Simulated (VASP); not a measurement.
## Br: single point with PBE

The system is Br.

```xyz
2
Lattice="4.9110 0.0000 0.0000 -2.4555 4.2531 0.0000 0.0000 0.0000 4.7545" Properties=species:S:1:pos:R:3 pbc="T T T"
Br    2.4555    1.4177    0.0000
Br    0.0000    2.8354    0.0000
```

| Item | Value |
| --- | --- |
| Program | VASP 6.6.1 |
| Task | single point |
| Functional | PBE |
| Potentials or basis | VASP PAW PBE potentials, release 64 (Br) |
| Cutoff | 520 eV |
| k mesh | 12 × 12 × 12 |
| Occupations | gaussian, width 0.1 eV |
| Spin | no spin polarisation |
| Dipole correction | no |
| k mesh for the DOS | 18 × 18 × 18 |
| Occupations for the DOS | tetrahedron |
| Further INCAR settings | ALGO = Normal; EDIFF = 1e-06; NBANDS = 14 |

| Property | Result |
| --- | --- |
| Valence electrons inside the program's atomic spheres | Br 4.69 |

Levels at points of the mesh, in eV from the Fermi level:
```
           k point  band 5  band 6  band 7  band 8  band 9  band 10
(0.00, 0.00, 0.00)   -2.14   -0.03   -0.03    0.00    5.13     8.34
(0.50, 0.00, 0.00)   -1.51   -0.83   -0.10    1.17    6.99     7.23
(0.00, 0.00, 0.50)   -2.59   -0.21    0.01    0.01    7.60     7.96
(0.50, 0.00, 0.50)   -1.89   -1.14   -0.07    1.18    7.26     8.10
```

Wall time 2.5 min on 1 thread of Intel(R) Xeon(R) 6975P-C (Granite Rapids), on a shared host, peak memory 0.52 GiB.
